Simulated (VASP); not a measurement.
Input of a VASP 6.6.1 run:

File INCAR:

```
  PREC = Accurate
  ENCUT = 520
  EDIFF = 1E-6
  ISMEAR = 1
  SIGMA = 0.05
  LREAL = F
  LASPH = T
  NELM = 60
  ALGO = Normal
  ISIF = 2
  LWAVE = F
  LCHARG = F
  NBANDS = 12
```

KPOINTS

```
regular mesh
0
Gamma
  9 9 9
```

File POSCAR:

```
Al
1.0
   -1.9111070000      1.9111070000      4.2806690000
    1.9111070000     -1.9111070000      4.2806690000
    1.9111070000      1.9111070000     -4.2806690000
Al
3
Direct
    0.5000000000      0.5000000000      0.0000000000
    0.7500000000      0.2500000000      0.5000000000
    0.2500000000      0.7500000000      0.5000000000
```

Potentials or basis: VASP PAW LDA potentials, release 64 (Al).

The run is started by

```console
$ cat potpaw_LDA.64/Al/POTCAR > POTCAR
$ mpirun -np 1 vasp_std > vasp.out
```

**Question.** Estimate the pressure.

**Answer.** -4.0 GPa.

Stress tensor (GPa, compression positive):
```
-1.55  0.00  0.00
 0.00 -1.55  0.00
 0.00  0.00 -8.75
```
